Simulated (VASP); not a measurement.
# Mg3SeO (P4mm) in VASP: notebook

Mg3SeO is run at these levels: PBE; tasks: single point.

All numbers are computed with VASP 6.6.1; they aren't measurements. Logs are shortened: lines on timing, memory, paths and dates and some standing lists are left out, and cuts for length are marked.

### Step 1. The cell of the first run

The structure is tetragonal, space group P4mm (No. 99). Conventional cell: a = 4.115 Å, b = 4.115 Å, c = 6.905 Å, α = 90.00°, β = 90.00°, γ = 90.00°. Within 2.7 Å of Mg (site symmetry 2mm) lie 2 O at 2.07 Å and 2 Se at 2.64 Å. Mg (site symmetry 4mm) has 1 Se at 2.57 Å and 4 Mg at 3.38 Å within 3.4 Å. Within 3.4 Å of Se (site symmetry 4mm) lie 5 Mg at 2.57 to 2.64 Å. O (site symmetry 4mm) has 4 Mg at 2.07 Å within 2.7 Å.

### Step 2. Single point, PBE

Input file INCAR:

```
SYSTEM = Mg3SeO
PREC = Accurate
ENCUT = 520
EDIFF = 1E-6
ISMEAR = 0
SIGMA = 0.1
LREAL = .FALSE.
LASPH = .TRUE.
NELM = 100
ALGO = Normal
ISIF = 2
LWAVE = .FALSE.
LCHARG = .FALSE.
GGA = PE
NBANDS = 17
```

Input file KPOINTS:

```
regular mesh
0
G
  4 4 4
  0 0 0
```

Input file POSCAR:

```
Mg3SeO
1.0
    4.1146873608      0.0000000000      0.0000000000
    0.0000000000      4.1146873608      0.0000000000
    0.0000000000      0.0000000000      6.9046149478
Mg Se O
3 1 1
Direct
    0.5000000000      0.0000000000      0.3249701948
    0.5000000000      0.5000000000      0.9363982699
    0.0000000000      0.5000000000      0.3249701948
    0.5000000000      0.5000000000      0.5643832961
    0.0000000000      0.0000000000      1.2868779944
```

Potentials or basis: VASP PAW PBE potentials, release 64 (Mg, Se, O).

Started as:

```console
cat potpaw_PBE.64/Mg/POTCAR potpaw_PBE.64/Se/POTCAR potpaw_PBE.64/O/POTCAR > POTCAR
mpirun -np 1 vasp_std > vasp.out
```

OUTCAR:

```text
SYSTEM = Mg3SeO
   PREC = Accurate
   ENCUT = 520
   EDIFF = 1E-6
   ISMEAR = 0
   LREAL = .FALSE.
   LASPH = .TRUE.
   NELM = 100
   ISIF = 2
   GGA = PE

 ion  position               nearest neighbor table
   1  0.500  0.000  0.325-   5 2.07   5 2.07   4 2.64   4 2.64   3 2.91   3 2.91   3 2.91   3 2.91
                             2 3.38   2 3.38
   2  0.500  0.500  0.936-   4 2.57   3 3.38   1 3.38   1 3.38   3 3.38
   3  0.000  0.500  0.325-   5 2.07   5 2.07   4 2.64   4 2.64   1 2.91   1 2.91   1 2.91   1 2.91
                             2 3.38   2 3.38
   4  0.500  0.500  0.564-   2 2.57   1 2.64   3 2.64   1 2.64   3 2.64
   5  0.000  0.000  0.287-   1 2.07   3 2.07   3 2.07   1 2.07

  LATTYP: Found a simple tetragonal cell.
 ALAT       =     4.1146873608
 C/A-ratio  =     1.6780412076

  Lattice vectors:

 A1 = (   4.1146873608,   0.0000000000,   0.0000000000)
 A2 = (   0.0000000000,   4.1146873608,   0.0000000000)
 A3 = (   0.0000000000,   0.0000000000,   6.9046149478)

Analysis of symmetry for initial positions (statically):
=====================================================================
 Subroutine PRICEL returns:
 Original cell was already a primitive cell.

 Routine SETGRP: Setting up the symmetry group for a
 simple tetragonal supercell.

 Subroutine GETGRP returns: Found  8 space group operations
 (whereof  8 operations were pure point group operations)
 out of a pool of 16 trial point group operations.

The static configuration has the point symmetry C_4v.

Analysis of symmetry for dynamics (positions and initial velocities):
=====================================================================
 Subroutine PRICEL returns:
 Original cell was already a primitive cell.

 Routine SETGRP: Setting up the symmetry group for a
 simple tetragonal supercell.

 Subroutine GETGRP returns: Found  8 space group operations
 (whereof  8 operations were pure point group operations)
 out of a pool of 16 trial point group operations.

The dynamic configuration has the point symmetry C_4v.

 Subroutine INISYM returns: Found  8 space group operations
 (whereof  8 operations are pure point group operations),
 and found     1 'primitive' translations

----------------------------------------------------------------------------------------

                                     Primitive cell

  volume of cell :     116.8996

  direct lattice vectors                    reciprocal lattice vectors
     4.114687361  0.000000000  0.000000000     0.243031830  0.000000000  0.000000000
     0.000000000  4.114687361  0.000000000     0.000000000  0.243031830  0.000000000
     0.000000000  0.000000000  6.904614948     0.000000000  0.000000000  0.144830669

  length of vectors
     4.114687361  4.114687361  6.904614948     0.243031830  0.243031830  0.144830669

  position of ions in fractional coordinates (direct lattice)
     0.500000000  0.000000000  0.324970195
     0.500000000  0.500000000  0.936398270
     0.000000000  0.500000000  0.324970195
     0.500000000  0.500000000  0.564383296
     0.000000000  0.000000000  0.286877994

  ion indices of the primitive-cell ions
   primitive index   ion index
                 1           1
                 2           2
                 3           3
                 4           4
                 5           5

----------------------------------------------------------------------------------------

 KPOINTS: regular mesh

Automatic generation of k-mesh.
 Grid dimensions read from file:
 generate k-points for:    4    4    4

 Generating k-lattice:

  Cartesian coordinates                     Fractional coordinates (reciprocal lattice)
     0.060757958  0.000000000  0.000000000     0.250000000  0.000000000  0.000000000
     0.000000000  0.060757958  0.000000000     0.000000000  0.250000000  0.000000000
     0.000000000  0.000000000  0.036207667     0.000000000  0.000000000  0.250000000

  Length of vectors
     0.060757958  0.060757958  0.036207667

  Shift w.r.t. Gamma in fractional coordinates (k-lattice)
     0.000000000  0.000000000  0.000000000

 Subroutine IBZKPT returns following result:
 ===========================================

 Found     18 irreducible k-points:

 Following reciprocal coordinates:
            Coordinates               Weight
  0.000000  0.000000  0.000000      1.000000
  0.250000  0.000000  0.000000      4.000000
  0.500000  0.000000  0.000000      2.000000
  0.250000  0.250000  0.000000      4.000000
  0.500000  0.250000  0.000000      4.000000
  0.500000  0.500000  0.000000      1.000000
[... 10 lines left out ...]
  0.500000  0.250000  0.500000      4.000000
  0.500000  0.500000  0.500000      1.000000
   k-points           NKPTS =     18   k-points in BZ     NKDIM =     18   number of bands    NBANDS=     17
   number of dos      NEDOS =    301   number of ions     NIONS =      5
   total plane-waves  NPLWV =  55296
   dimension x,y,z NGX =    32 NGY =   32 NGZ =   54
   dimension x,y,z NGXF=    64 NGYF=   64 NGZF=  108
   ions per type =               3   1   1
   NGX,Y,Z   is equivalent  to a cutoff of  12.93, 12.93, 13.00 a.u.
   NGXF,Y,Z  is equivalent  to a cutoff of  25.86, 25.86, 26.00 a.u.
 SYSTEM =  Mg3SeO
   PREC   = accura    normal or accurate (medium, high low for compatibility)
   ISTART =      0    job   : 0-new  1-cont  2-samecut
   ICHARG =      2    charge: 1-file 2-atom 10-const
   ISPIN  =      1    spin polarized calculation?
   LNONCOLLINEAR =      F non collinear calculations
   LSORBIT =      F    spin-orbit coupling
   LASPH  =      T    aspherical Exc in radial PAW
   ENCUT  =  520.0 eV  38.22 Ry    6.18 a.u.   7.65  7.65 12.84*2*pi/ulx,y,z
   NELM   =    100;   NELMIN=  2; NELMDL= -5     # of ELM steps
   EDIFF  = 0.1E-05   stopping-criterion for ELM
   LREAL  =      F    real-space projection
   EDIFFG = 0.1E-04   stopping-criterion for IOM
   NSW    =      0    number of steps for IOM
   IBRION =     -1    ionic relax: 0-MD 1-quasi-New 2-CG
   NFREE  =      0    steps in history (QN), initial steepest desc. (CG)
   ISIF   =      2    stress and relaxation
   ISYM   =      2    0-nonsym 1-usesym 2-fastsym
   POTIM  = 0.5000    time-step for ionic-motion
   TEBEG  =    0.0;   TEEND  =   0.0 temperature during run
   PSTRESS=    0.0 pullay stress
   NELECT =      18.0000    total number of electrons
   NUPDOWN=      -1.0000    fix difference up-down
   EMIN   =  10.00;   EMAX   =-10.00  energy-range for DOS
   EFERMI =   0.00;   METHOD = LEGACY
   ISMEAR =     0;   SIGMA  =   0.10  broadening in eV -4-tet -1-fermi 0-gaus
   EFERMI_NEDOS =   21; number of points for ismear=-14 and -15
   IALGO  =     38    algorithm
   IMIX   =      4    mixing-type and parameters
     AMIX     =   0.40;   BMIX     =  1.00
     AMIX_MAG =   1.60;   BMIX_MAG =  1.00
  volume/ion in A,a.u.               =      23.38       157.78
  Fermi-wavevector in a.u.,A,eV,Ry     =   0.877461  1.658161 10.475646  0.769938
  Thomas-Fermi vector in A             =   1.997413
   LORBIT       =      0    0 simple, 1 ext, 2 COOP (PROOUT), +10 PAW based schemes
   GGA     = PE    functional components
   LHFCALC =     F    Hartree Fock is set to
   AEXX    =    0.0000 exact exchange contribution
   IVDW    =     0    specifies the selected vdW correction
   LEPSILON=     F    determine dielectric tensor
   LRPA    =     F    only Hartree local field effects (RPA)
 non-spin polarized calculation
 Gauss-broadening in eV      SIGMA  =   0.10
  energy-cutoff  :      520.00
  volume of cell :      116.90
 maximum number of plane-waves:      3176
 NGX is ok and might be reduce to    32
   NGX = 15   NGY = 15   NGZ = 25

 number of electron      18.0000009 magnetization

 Free energy of the ion-electron system (eV)
  ---------------------------------------------------
  ext. energy  EPLUGINS =         0.00000000
  ---------------------------------------------------
  free energy    TOTEN  =       -18.69228543 eV

  energy without entropy =      -18.68996400  energy(sigma->0) =      -18.69112472

 E-fermi :   1.8963     XC(G=0):  -7.9146

 val. band max:        1.8862275519   @ k =   0.5000   0.0000   0.5000
 cond. band min:       2.2298160353   @ k =   0.5000   0.0000   0.2500
 fundamental gap:      0.3435884834
 Fermi energy:         1.8962995310

 k-point     1 :       0.0000    0.0000    0.0000
  band No.  band energies     occupation
      1     -15.9845      2.00000
      2     -11.1428      2.00000
      3      -2.7360      2.00000
      4      -2.3025      2.00000
      5      -2.3025      2.00000
      6      -1.9716      2.00000
[... 9 lines left out ...]
     16       7.6865      0.00000
     17       8.1414      0.00000

 k-point     2 :       0.2500    0.0000    0.0000
  band No.  band energies     occupation
      1     -15.9376      2.00000
      2     -11.0684      2.00000
      3      -3.2431      2.00000
      4      -2.2423      2.00000
      5      -2.1848      2.00000
      6      -1.3515      2.00000
[... 9 lines left out ...]
     16       7.7829      0.00000
     17       8.2942      0.00000

 k-point     3 :       0.5000    0.0000    0.0000
  band No.  band energies     occupation
      1     -15.8896      2.00000
      2     -10.9909      2.00000
      3      -3.5827      2.00000
      4      -2.3739      2.00000
      5      -2.0520      2.00000
      6      -1.6022      2.00000
[... 9 lines left out ...]
     16       8.1732      0.00000
     17       9.3111      0.00000

 k-point     4 :       0.2500    0.2500    0.0000
  band No.  band energies     occupation
      1     -15.8943      2.00000
      2     -10.9799      2.00000
      3      -3.1742      2.00000
      4      -2.8693      2.00000
      5      -1.8886      2.00000
      6      -1.6066      2.00000
[... 9 lines left out ...]
     16       8.2213      0.00000
     17       8.5862      0.00000
[... 223 lines left out ...]
      1     -15.8943      2.00000
      2     -10.9760      2.00000
      3      -3.4318      2.00000
      4      -2.8499      2.00000
      5      -1.8044      2.00000
      6      -1.5538      2.00000
[... 9 lines left out ...]
     16       8.3289      0.00000
     17       8.7311      0.00000

 k-point    17 :       0.5000    0.2500    0.5000
  band No.  band energies     occupation
      1     -15.8502      2.00000
      2     -10.8825      2.00000
      3      -3.5705      2.00000
      4      -2.9497      2.00000
      5      -1.8368      2.00000
      6      -1.7512      2.00000
[... 9 lines left out ...]
     16       8.0412      0.00000
     17       8.3622      0.00000

 k-point    18 :       0.5000    0.5000    0.5000
  band No.  band energies     occupation
      1     -15.8103      2.00000
      2     -10.7723      2.00000
      3      -3.3531      2.00000
      4      -3.3531      2.00000
      5      -2.2377      2.00000
      6      -1.0454      2.00000
[... 9 lines left out ...]
     16       7.1922      0.00000
     17       8.3114      0.00000

------------------------ aborting loop because EDIFF is reached ----------------------------------------

  FORCE on cell =-STRESS in cart. coord.  units (eV):
  Direction    XX          YY          ZZ          XY          YZ          ZX
  --------------------------------------------------------------------------------------
  -------------------------------------------------------------------------------------
  Total       -0.1054213     -0.1054213      0.0843326      0.0000000      0.0000000      0.0000000
  in kB       -1.4448604     -1.4448604      1.1558266      0.0000000      0.0000000      0.0000000
  external PRESSURE =      -0.5779648 kB  Pullay stress =       0.0000000 kB

 VOLUME and BASIS-vectors are now :
 -----------------------------------------------------------------------------
  energy-cutoff  :      520.00
  volume of cell :      116.90
      direct lattice vectors                 reciprocal lattice vectors
     4.114687361  0.000000000  0.000000000     0.243031830  0.000000000  0.000000000
     0.000000000  4.114687361  0.000000000     0.000000000  0.243031830  0.000000000
     0.000000000  0.000000000  6.904614948     0.000000000  0.000000000  0.144830669

 POSITION                                       TOTAL-FORCE (eV/Angst)
 -----------------------------------------------------------------------------------
      2.05734      0.00000      2.24379         0.000000      0.000000     -0.002613
      2.05734      2.05734      6.46547         0.000000     -0.000000      0.005629
      0.00000      2.05734      2.24379         0.000000     -0.000000     -0.002613
      2.05734      2.05734      3.89685         0.000000      0.000000     -0.003859
      0.00000      0.00000      1.98078        -0.000000     -0.000000      0.003456
 -----------------------------------------------------------------------------------
    total drift:                                0.000000      0.000000     -0.000223

  FREE ENERGIE OF THE ION-ELECTRON SYSTEM (eV)
  ---------------------------------------------------
  free  energy   TOTEN  =       -18.6922854309 eV

  energy  without entropy=      -18.6899640006  energy(sigma->0) =      -18.69112472
```

It took 18 s on 1 thread of Intel Xeon 6975P-C (Granite Rapids), shared host; peak memory 0.23 GiB.

What came out:

```yaml
Free_energy: -18.6923 eV
Pressure: -0.1 GPa
Largest_force: 0.006 eV/Å
Band_gap_on_the_k_mesh: zero (band 9 reaches 2.34 eV, above the bottom of band 10 at 1.89 eV)
```

Forces in eV/Å, atoms in the order of the input:
```
Mg   0.000  0.000 -0.003
Mg   0.000  0.000  0.006
Mg   0.000  0.000 -0.003
Se   0.000  0.000 -0.004
O    0.000  0.000  0.003
```

Stress tensor (GPa, compression positive):
```
-0.14  0.00  0.00
 0.00 -0.14  0.00
 0.00  0.00  0.12
```

Levels at points of the mesh, in eV from the Fermi level:
```
           k point  band 5  band 6  band 7  band 8  band 9  band 10  band 11  band 12  band 13  band 14
(0.00, 0.00, 0.00)   -4.20   -3.87   -2.05   -1.75   -1.75     2.74     3.65     3.95     4.99     4.99
(0.50, 0.00, 0.00)   -3.95   -3.50   -2.70   -1.88   -1.15     0.83     2.34     3.89     5.03     5.14
(0.50, 0.50, 0.00)   -3.90   -2.90   -2.85   -2.85   -0.73     1.28     1.28     3.21     4.00     4.00
(0.00, 0.00, 0.50)   -4.19   -3.46   -1.77   -1.77   -0.81     0.35     3.86     4.08     4.56     4.56
(0.50, 0.00, 0.50)   -3.95   -3.22   -2.48   -1.87   -0.55    -0.01     2.02     4.42     4.45     4.72
(0.50, 0.50, 0.50)   -4.13   -2.94   -2.94   -2.91    0.44     1.24     1.24     2.83     3.99     4.57
```

Caveat: the k points lie up to 0.38 Å⁻¹ apart.

### Step 3. Single point, PBE

Input file INCAR:

```
PREC = Accurate ; ENCUT = 520
EDIFF = 1E-6 ; ISMEAR = 0
SIGMA = 0.1 ; LREAL = F
LASPH = T ; NELM = 60
ALGO = Normal ; ISIF = 2
LWAVE = F ; LCHARG = F
GGA = PE ; NBANDS = 17
```

Input file KPOINTS:

```
regular mesh
0
Gamma
  10 10 6
```

Input file POSCAR:

```
Mg3SeO
1.0
    4.1083547783      0.0000000000      0.0000000000
    0.0000000000      4.1083547783      0.0000000000
    0.0000000000      0.0000000000      6.9362634095
Mg Se O
3 1 1
Direct
    0.5000000000      0.0000000000      0.3255034926
    0.5000000000      0.5000000000      0.9354919328
    0.0000000000      0.5000000000      0.3255034926
    0.5000000000      0.5000000000      0.5644509452
    0.0000000000      0.0000000000      0.2866500867
```

Potentials or basis: VASP PAW PBE potentials, release 64 (Mg, Se, O).

Started as:

```console
cat potpaw_PBE.64/Mg/POTCAR potpaw_PBE.64/Se/POTCAR potpaw_PBE.64/O/POTCAR > POTCAR
mpirun -np 1 vasp_std > vasp.out
```

Run time: 84 s. Hardware: 1 thread of Intel Xeon 6975P-C (Granite Rapids), shared host; peak memory 0.33 GiB.

It converged, with:

```
Free energy            : -18.7159 eV
Pressure               : -0.1 GPa
Largest force          : 0.012 eV/Å
Band gap on the k mesh : zero (band 9 reaches 2.32 eV, above the bottom of band 10 at 1.88 eV)
```

Forces in eV/Å, atoms in the order of the input:
```
Mg   0.000  0.000 -0.002
Mg   0.000  0.000  0.010
Mg   0.000  0.000 -0.002
Se   0.000  0.000 -0.012
O    0.000  0.000  0.005
```

Stress tensor (GPa, compression positive):
```
-0.15  0.00  0.00
 0.00 -0.15  0.00
 0.00  0.00 -0.07
```

Levels at points of the mesh, in eV from the Fermi level:
| k point | band 6 | band 7 | band 8 | band 9 | band 10 | band 11 | band 12 | band 13 |
| --- | --- | --- | --- | --- | --- | --- | --- | --- |
| (0.00, 0.00, 0.00) | -3.99 | -2.18 | -1.87 | -1.87 | 2.58 | 3.55 | 3.80 | 4.89 |
| (0.50, 0.00, 0.00) | -3.63 | -2.81 | -1.99 | -1.27 | 0.70 | 2.21 | 3.74 | 4.93 |
| (0.50, 0.50, 0.00) | -3.02 | -2.98 | -2.98 | -0.84 | 1.16 | 1.16 | 3.09 | 3.87 |
| (0.00, 0.00, 0.50) | -3.60 | -1.89 | -1.89 | -0.94 | 0.18 | 3.73 | 3.98 | 4.47 |
| (0.50, 0.00, 0.50) | -3.35 | -2.60 | -1.98 | -0.68 | -0.13 | 1.87 | 4.29 | 4.32 |
| (0.50, 0.50, 0.50) | -3.07 | -3.07 | -3.03 | 0.31 | 1.13 | 1.13 | 2.66 | 3.85 |
